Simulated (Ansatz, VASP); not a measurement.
## Ir in VASP and in Ansatz

```
Ir
1.0
     0.00000    1.93806    1.93806
     1.93806    0.00000    1.93806
     1.93806    1.93806    0.00000
Ir
1
Cartesian
  0.0000 0.0000 0.0000
```

Alike in both runs: task relaxation of cell and atoms; functional PBE; k mesh 18 × 18 × 18; occupations gaussian, width 0.1 eV; no spin polarisation.

```csv
,VASP,Ansatz
version,VASP 6.6.1,Ansatz 0.2.0
potentials or method,"VASP PAW PBE potentials, release 64 (Ir), cutoff 600 eV","scalar-relativistic, plane waves, PAW"
valence electrons in the cell,9,17
```

Ansatz gave:

* gap on the k mesh at the Fermi level, each at its own relaxed structure (eV): none
* relaxed volume (Å³/atom): 14.50
* relaxed length of the cell vector where the two differ most in proportion (Å): 2.737

Which values does VASP return?

gap on the k mesh at the Fermi level, each at its own relaxed structure (eV): none; relaxed volume (Å³/atom): 14.52; relaxed length of the cell vector where the two differ most in proportion (Å): 2.738.

A gap of «none» marks a metal or a gap that the smearing closes. VASP's potentials hold 9 valence electrons a cell and Ansatz's 17, so a difference there can come from the potentials and not from the codes.

Neither program's run includes spin-orbit coupling.
